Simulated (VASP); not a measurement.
The system is BN.

```
B N
1.0
     1.26037    0.72768    3.51806
    -1.26037    0.72768    3.51806
     0.00000   -1.45535    3.51806
B N
1 1
Direct
  0.99962 0.99962 0.99962
  0.33281 0.33281 0.33281
```

| Quantity | Value |
| --- | --- |
| Program | VASP 6.6.1 |
| Task | relaxation of shape and atoms at fixed volume |
| Functional | PBEsol |
| Potentials or basis | VASP PAW PBE potentials, release 64 (B, N) |
| Cutoff | 600 eV |
| k mesh | 12 × 12 × 12 |
| Occupations | gaussian, width 0.01 eV |
| Spin | no spin polarisation |

At the start: pressure -4.3 GPa; volume 9.68 Å³/atom.

Question: Where does the relaxation end?

Answer: Over 4 steps the energy falls by 2.1 meV/atom; space group R3m (No. 160, to 0.1 Å) before and after.

The path:
```csv
step,energy change (eV),largest force (eV/Å),pressure (GPa),volume (Å³)
1,0.0000,0.0009,-4.30,19.36
2,-0.0043,0.0030,-0.50,19.36
3,-0.0043,0.0030,-0.40,19.36
4,-0.0043,0.0006,-0.40,19.36
```

Final structure:
```cif
data_structure
_symmetry_space_group_name_H-M 'P 1'
_symmetry_Int_Tables_number 1
_cell_length_a 3.8427
_cell_length_b 3.8427
_cell_length_c 3.8427
_cell_angle_alpha 38.058
_cell_angle_beta 38.058
_cell_angle_gamma 38.058
_cell_volume 19.36
loop_
_atom_site_label
_atom_site_type_symbol
_atom_site_fract_x
_atom_site_fract_y
_atom_site_fract_z
_atom_site_occupancy
B1 B 0.99960 0.99960 0.99960 1
N1 N 0.33283 0.33283 0.33283 1
```

Caveat: the PAW data sets were made with another functional, which shifts forces and pressure a little.
